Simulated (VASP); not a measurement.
# Cl (Cmce) in VASP: further runs

Runs on Cl. Level: PBE. Tasks: single point.

Everything below comes from runs of VASP 6.6.1. Logs are shortened: lines on timing, memory, paths and dates and some standing lists are left out, and cuts for length are marked.

### 1 The cell of the first run

The structure is orthorhombic, space group Cmce (No. 64). Conventional cell: a = 6.250 Å, b = 4.014 Å, c = 8.147 Å, α = 90.00°, β = 90.00°, γ = 90.00°. Within 2.7 Å of Cl (site symmetry m) lie 1 Cl at 2.02 Å.

### 2 Single point, PBE

INCAR reads:

```
SYSTEM = Cl
ALGO = Normal
EDIFF = 1E-7
ENCUT = 520
GGA = PE
ISIF = 2
ISMEAR = 0
LASPH = .TRUE.
LCHARG = .FALSE.
LREAL = .FALSE.
LWAVE = .FALSE.
NBANDS = 22
NELM = 100
PREC = Accurate
SIGMA = 0.01
```

KPOINTS reads:

```
k-points
0
G
  6 6 2
  0 0 0
```

POSCAR reads:

```
Cl
1.0
    3.1252368015     -2.0072452613      0.0000000000
    3.1252368015      2.0072452613      0.0000000000
    0.0000000000      0.0000000000      8.1465599039
Cl
4
Direct
    0.8756350160      0.1243649840      0.6074783242
    0.1243649840      0.8756350160      0.3925216758
    0.6243649840      0.3756350160      0.1074783242
    0.3756350160      0.6243649840      0.8925216758
```

Potentials or basis: VASP PAW PBE potentials, release 64 (Cl).

Run with:

```
cat potpaw_PBE.64/Cl/POTCAR > POTCAR
mpirun -np 1 vasp_std > vasp.out
```

OUTCAR:

```text
SYSTEM = Cl
   EDIFF = 1E-7
   ENCUT = 520
   GGA = PE
   ISIF = 2
   ISMEAR = 0
   LASPH = .TRUE.
   LREAL = .FALSE.
   NELM = 100
   PREC = Accurate

 ion  position               nearest neighbor table
   1  0.876  0.124  0.607-   2 2.02
   2  0.124  0.876  0.393-   1 2.02
   3  0.624  0.376  0.107-   4 2.02
   4  0.376  0.624  0.893-   3 2.02

  LATTYP: Found a base centered orthorhombic cell.
 ALAT       =     4.0144905226
 B/A-ratio  =     1.5569780444
 C/A-ratio  =     2.0292886128

  Lattice vectors:

 A1 = (  -3.1252368015,  -2.0072452613,   0.0000000000)
 A2 = (   3.1252368015,  -2.0072452613,   0.0000000000)
 A3 = (   0.0000000000,   0.0000000000,   8.1465599039)

Analysis of symmetry for initial positions (statically):
=====================================================================
 Subroutine PRICEL returns:
 Original cell was already a primitive cell.

 Routine SETGRP: Setting up the symmetry group for a
 base centered orthorhombic supercell.

 Subroutine GETGRP returns: Found  8 space group operations
 (whereof  4 operations were pure point group operations)
 out of a pool of  8 trial point group operations.

The static configuration has the point symmetry C_2h.
 The point group associated with its full space group is D_2h.

Analysis of symmetry for dynamics (positions and initial velocities):
=====================================================================
 Subroutine PRICEL returns:
 Original cell was already a primitive cell.

 Routine SETGRP: Setting up the symmetry group for a
 base centered orthorhombic supercell.

 Subroutine GETGRP returns: Found  8 space group operations
 (whereof  4 operations were pure point group operations)
 out of a pool of  8 trial point group operations.

The dynamic configuration has the point symmetry C_2h.
 The point group associated with its full space group is D_2h.

 Subroutine INISYM returns: Found  8 space group operations
 (whereof  4 operations are pure point group operations),
 and found     1 'primitive' translations

----------------------------------------------------------------------------------------

                                     Primitive cell

  volume of cell :     102.2086

  direct lattice vectors                    reciprocal lattice vectors
     3.125236801 -2.007245261  0.000000000     0.159987877 -0.249097611  0.000000000
     3.125236801  2.007245261  0.000000000     0.159987877  0.249097611  0.000000000
     0.000000000  0.000000000  8.146559904     0.000000000  0.000000000  0.122751199

  length of vectors
     3.714315361  3.714315361  8.146559904     0.296050233  0.296050233  0.122751199

  position of ions in fractional coordinates (direct lattice)
     0.875635016  0.124364984  0.607478324
     0.124364984  0.875635016  0.392521676
     0.624364984  0.375635016  0.107478324
     0.375635016  0.624364984  0.892521676

  ion indices of the primitive-cell ions
   primitive index   ion index
                 1           1
                 2           2
                 3           3
                 4           4

----------------------------------------------------------------------------------------

 KPOINTS: k-points

Automatic generation of k-mesh.
 Grid dimensions read from file:
 generate k-points for:    6    6    2

 Generating k-lattice:

  Cartesian coordinates                     Fractional coordinates (reciprocal lattice)
     0.026664646 -0.041516269  0.000000000     0.166666667 -0.000000000  0.000000000
     0.026664646  0.041516269  0.000000000    -0.000000000  0.166666667  0.000000000
     0.000000000  0.000000000  0.061375600     0.000000000  0.000000000  0.500000000

  Length of vectors
     0.049341706  0.049341706  0.061375600

  Shift w.r.t. Gamma in fractional coordinates (k-lattice)
     0.000000000  0.000000000  0.000000000

 Subroutine IBZKPT returns following result:
 ===========================================

 Found     26 irreducible k-points:

 Following reciprocal coordinates:
            Coordinates               Weight
  0.000000  0.000000  0.000000      1.000000
  0.166667  0.000000  0.000000      4.000000
  0.333333 -0.000000  0.000000      4.000000
  0.500000 -0.000000  0.000000      2.000000
  0.166667  0.166667  0.000000      2.000000
  0.333333  0.166667  0.000000      4.000000
[... 16 lines left out ...]
  0.333333  0.333333  0.500000      2.000000
  0.500000  0.333333  0.500000      4.000000
 [... further k-points ...]
   k-points           NKPTS =     26   k-points in BZ     NKDIM =     26   number of bands    NBANDS=     22
   number of dos      NEDOS =    301   number of ions     NIONS =      4
   total plane-waves  NPLWV =  50176
   dimension x,y,z NGX =    28 NGY =   28 NGZ =   64
   dimension x,y,z NGXF=    56 NGYF=   56 NGZF=  128
   ions per type =               4
   NGX,Y,Z   is equivalent  to a cutoff of  12.53, 12.53, 13.06 a.u.
   NGXF,Y,Z  is equivalent  to a cutoff of  25.06, 25.06, 26.12 a.u.
 SYSTEM =  Cl
   PREC   = accura    normal or accurate (medium, high low for compatibility)
   ISTART =      0    job   : 0-new  1-cont  2-samecut
   ICHARG =      2    charge: 1-file 2-atom 10-const
   ISPIN  =      1    spin polarized calculation?
   LNONCOLLINEAR =      F non collinear calculations
   LSORBIT =      F    spin-orbit coupling
   LASPH  =      T    aspherical Exc in radial PAW
   ENCUT  =  520.0 eV  38.22 Ry    6.18 a.u.   6.91  6.91 15.15*2*pi/ulx,y,z
   NELM   =    100;   NELMIN=  2; NELMDL= -5     # of ELM steps
   EDIFF  = 0.1E-06   stopping-criterion for ELM
   LREAL  =      F    real-space projection
   EDIFFG = 0.1E-05   stopping-criterion for IOM
   NSW    =      0    number of steps for IOM
   IBRION =     -1    ionic relax: 0-MD 1-quasi-New 2-CG
   NFREE  =      0    steps in history (QN), initial steepest desc. (CG)
   ISIF   =      2    stress and relaxation
   ISYM   =      2    0-nonsym 1-usesym 2-fastsym
   POTIM  = 0.5000    time-step for ionic-motion
   TEBEG  =    0.0;   TEEND  =   0.0 temperature during run
   PSTRESS=    0.0 pullay stress
   NELECT =      28.0000    total number of electrons
   NUPDOWN=      -1.0000    fix difference up-down
   EMIN   =  10.00;   EMAX   =-10.00  energy-range for DOS
   EFERMI =   0.00;   METHOD = LEGACY
   ISMEAR =     0;   SIGMA  =   0.01  broadening in eV -4-tet -1-fermi 0-gaus
   EFERMI_NEDOS =   21; number of points for ismear=-14 and -15
   IALGO  =     38    algorithm
   IMIX   =      4    mixing-type and parameters
     AMIX     =   0.40;   BMIX     =  1.00
     AMIX_MAG =   1.60;   BMIX_MAG =  1.00
  volume/ion in A,a.u.               =      25.55       172.43
  Fermi-wavevector in a.u.,A,eV,Ry     =   1.063241  2.009234 15.381128  1.130481
  Thomas-Fermi vector in A             =   2.198719
   LORBIT       =      0    0 simple, 1 ext, 2 COOP (PROOUT), +10 PAW based schemes
   GGA     = PE    functional components
   LHFCALC =     F    Hartree Fock is set to
   AEXX    =    0.0000 exact exchange contribution
   IVDW    =     0    specifies the selected vdW correction
   LEPSILON=     F    determine dielectric tensor
   LRPA    =     F    only Hartree local field effects (RPA)
 non-spin polarized calculation
 Gauss-broadening in eV      SIGMA  =   0.01
  energy-cutoff  :      520.00
  volume of cell :      102.21
 maximum number of plane-waves:      2786
   NGX = 13   NGY = 13   NGZ = 31

 number of electron      28.0000005 magnetization

 Free energy of the ion-electron system (eV)
  ---------------------------------------------------
  ext. energy  EPLUGINS =         0.00000000
  ---------------------------------------------------
  free energy    TOTEN  =        -7.23773590 eV

  energy without entropy =       -7.23773590  energy(sigma->0) =       -7.23773590

 E-fermi :   0.5149     XC(G=0):  -8.3357

 val. band max:        0.4681952878   @ k =   0.0000   0.0000   0.0000
 cond. band min:       2.7171495929   @ k =   0.0000   0.0000   0.0000
 fundamental gap:      2.2489543051
 Fermi energy:         0.5148800652

 k-point     1 :       0.0000    0.0000    0.0000
  band No.  band energies     occupation
      1     -16.4601      2.00000
      2     -16.1080      2.00000
      3     -12.6446      2.00000
      4     -11.6551      2.00000
      5      -5.3780      2.00000
      6      -3.8961      2.00000
[... 14 lines left out ...]
     21      11.2364      0.00000
     22      11.3335      0.00000

 k-point     2 :       0.1667    0.0000    0.0000
  band No.  band energies     occupation
      1     -16.3826      2.00000
      2     -16.0723      2.00000
      3     -12.5715      2.00000
      4     -11.7193      2.00000
      5      -5.3514      2.00000
      6      -4.0428      2.00000
[... 14 lines left out ...]
     21      10.6656      0.00000
     22      11.3882      0.00000

 k-point     3 :       0.3333   -0.0000    0.0000
  band No.  band energies     occupation
      1     -16.2023      2.00000
      2     -16.0164      2.00000
      3     -12.3835      2.00000
      4     -11.8987      2.00000
      5      -5.2672      2.00000
      6      -4.4982      2.00000
[... 14 lines left out ...]
     21      11.1730      0.00000
     22      11.8883      0.00000
[... 476 lines left out ...]
 k-point    23 :       0.3333    0.3333    0.5000
  band No.  band energies     occupation
      1     -16.1025      2.00000
      2     -16.1025      2.00000
      3     -12.0286      2.00000
      4     -12.0286      2.00000
      5      -4.6627      2.00000
      6      -4.6627      2.00000
[... 14 lines left out ...]
     21      10.7748      0.00000
     22      10.7748      0.00000

 k-point    24 :       0.5000    0.3333    0.5000
  band No.  band energies     occupation
      1     -16.0378      2.00000
      2     -16.0378      2.00000
      3     -12.0234      2.00000
      4     -12.0234      2.00000
      5      -4.6946      2.00000
      6      -4.6946      2.00000
[... 14 lines left out ...]
     21      11.0416      0.00000
     22      11.0416      0.00000

 [... further k-points ...]

------------------------ aborting loop because EDIFF is reached ----------------------------------------

  FORCE on cell =-STRESS in cart. coord.  units (eV):
  Direction    XX          YY          ZZ          XY          YZ          ZX
  --------------------------------------------------------------------------------------
  -------------------------------------------------------------------------------------
  Total        1.4033711      1.1648577      0.9350031      0.0000000      0.0000000      0.0000000
  in kB       21.9986221     18.2597922     14.6566937      0.0000000      0.0000000      0.0000000
  external PRESSURE =      18.3050360 kB  Pullay stress =       0.0000000 kB

 VOLUME and BASIS-vectors are now :
 -----------------------------------------------------------------------------
  energy-cutoff  :      520.00
  volume of cell :      102.21
      direct lattice vectors                 reciprocal lattice vectors
     3.125236801 -2.007245261  0.000000000     0.159987877 -0.249097611  0.000000000
     3.125236801  2.007245261  0.000000000     0.159987877  0.249097611  0.000000000
     0.000000000  0.000000000  8.146559904     0.000000000  0.000000000  0.122751199

 POSITION                                       TOTAL-FORCE (eV/Angst)
 -----------------------------------------------------------------------------------
      3.12524     -1.50798      4.94886         0.000000     -0.006803      0.035585
      3.12524      1.50798      3.19770         0.000000      0.006803     -0.035585
      3.12524     -0.49926      0.87558         0.000000      0.006803      0.035585
      3.12524      0.49926      7.27098         0.000000     -0.006803     -0.035585
 -----------------------------------------------------------------------------------
    total drift:                               -0.000000      0.000000      0.000000

  FREE ENERGIE OF THE ION-ELECTRON SYSTEM (eV)
  ---------------------------------------------------
  free  energy   TOTEN  =        -7.2377359030 eV

  energy  without entropy=       -7.2377359030  energy(sigma->0) =       -7.23773590
```

Run time: 58 s. Hardware: 1 thread of Intel Xeon Platinum 8259CL at 2.50GHz (Skylake/Cascade Lake), shared host; peak memory 0.21 GiB.

What came out:

| Property | Result |
| --- | --- |
| Free energy | -7.2377 eV |
| Pressure | 1.8 GPa |
| Largest force | 0.036 eV/Å |
| Band gap on the k mesh | 2.25 eV, direct |

Forces in eV/Å, atoms in the order of the input:
```
Cl   0.000 -0.007  0.036
Cl   0.000  0.007 -0.036
Cl   0.000  0.007  0.036
Cl   0.000 -0.007 -0.036
```

A k mesh can miss the band edges. A hybrid or GW would open this gap; PBE tends to underestimate it.

### 3 Single point, PBE

INCAR reads:

```
PREC = Accurate ; ENCUT = 520
EDIFF = 1E-6 ; ISMEAR = 0
SIGMA = 0.01 ; LREAL = False
LASPH = True ; NELM = 100
ALGO = Normal ; ISIF = 2
LWAVE = False ; LCHARG = False
GGA = PE ; NBANDS = 22
```

KPOINTS reads:

```
Automatic mesh
0
Gamma
  6 6 2
```

POSCAR is that of step 2.

Potentials or basis: VASP PAW PBE potentials, release 64 (Cl).

Run with:

```
cat potpaw_PBE.64/Cl/POTCAR > POTCAR
mpirun -np 1 vasp_std > vasp.out
```

Run time: 43 s. Hardware: 1 thread of Intel Xeon Platinum 8259CL at 2.50GHz (Skylake/Cascade Lake), shared host; peak memory 0.21 GiB.

The run converged. Its results:

```
Free energy            : -7.2377 eV
Pressure               : 1.8 GPa
Largest force          : 0.036 eV/Å
Band gap on the k mesh : 2.25 eV, direct
```

Forces in eV/Å, atoms in the order of the input:
```
Cl   0.000 -0.007  0.035
Cl   0.000  0.007 -0.035
Cl   0.000  0.007  0.035
Cl   0.000 -0.007 -0.035
```

Stress tensor (GPa, compression positive):
```
2.20 0.00 0.00
0.00 1.83 0.00
0.00 0.00 1.47
```

Levels at points of the mesh, in eV from the valence-band top:
```
           k point  band 12  band 13  band 14  band 15  band 16  band 17
(0.00, 0.00, 0.00)    -0.44    -0.11     0.00     2.25     3.22     7.06
(0.50, 0.00, 0.00)    -0.99    -0.31    -0.31     2.99     2.99     8.03
(0.50, 0.50, 0.00)    -1.21    -0.51    -0.27     2.33     2.97     8.29
(0.00, 0.00, 0.50)    -0.86    -0.05    -0.05     2.67     2.67     7.44
(0.50, 0.00, 0.50)    -0.70    -0.08    -0.08     2.66     2.66     8.33
(0.50, 0.50, 0.50)    -0.99    -0.90    -0.90     2.59     2.59     8.91
```

A k mesh can miss the band edges.
